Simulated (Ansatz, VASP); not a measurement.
## One calculation of WS2, two programs

```
W S
1.0
     3.18000    0.00000    0.00000
    -1.59000    2.75396    0.00000
     0.00000    0.00000   12.50000
W S
2 4
Direct
  0.33333 0.66667 0.25000
  0.66667 0.33333 0.75000
  0.33333 0.66667 0.62000
  0.66667 0.33333 0.12000
  0.33333 0.66667 0.88000
  0.66667 0.33333 0.38000
```

Alike in both runs: task single point; functional LDA; k mesh 8 × 8 × 2; occupations gaussian, width 0.05 eV; collinear spin; Hubbard terms W d U = 2.0 eV.

|  | VASP | Ansatz |
| --- | --- | --- |
| version | VASP 6.6.1 | Ansatz 0.2.0 |
| potentials or method | VASP PAW LDA potentials, release 64 (W_sv, S), cutoff 500 eV | scalar-relativistic, plane waves, PAW |
| valence electrons in the cell | 52 | 52 |

VASP gave:

* gap on the k mesh at the Fermi level (eV): 1.10
* least direct gap on the mesh (eV): 2.20
* pressure (GPa): -9.7
* traceless stress, the component that is largest in VASP (GPa): -3.23
* rms of the force components (eV/Å): 0.601

Q: Which values does Ansatz return?

A: gap on the k mesh at the Fermi level (eV): 1.12; least direct gap on the mesh (eV): 2.14; pressure (GPa): -11.3; traceless stress, the component that is largest in VASP (GPa): -3.44; rms of the force components (eV/Å): 0.694.

LDA's correlation is that of Perdew and Zunger in VASP and of Perdew and Wang (1992) in Ansatz. The programs project onto different local orbitals, so the same U acts differently, and such runs can settle in different states. Atom by atom the forces differ by 0.093 eV/Å (rms over components). Ansatz's warnings: seeded moment not kept, specified occupation not kept, symmetry narrowed by occupation matrices.

Spin-orbit coupling is off throughout.
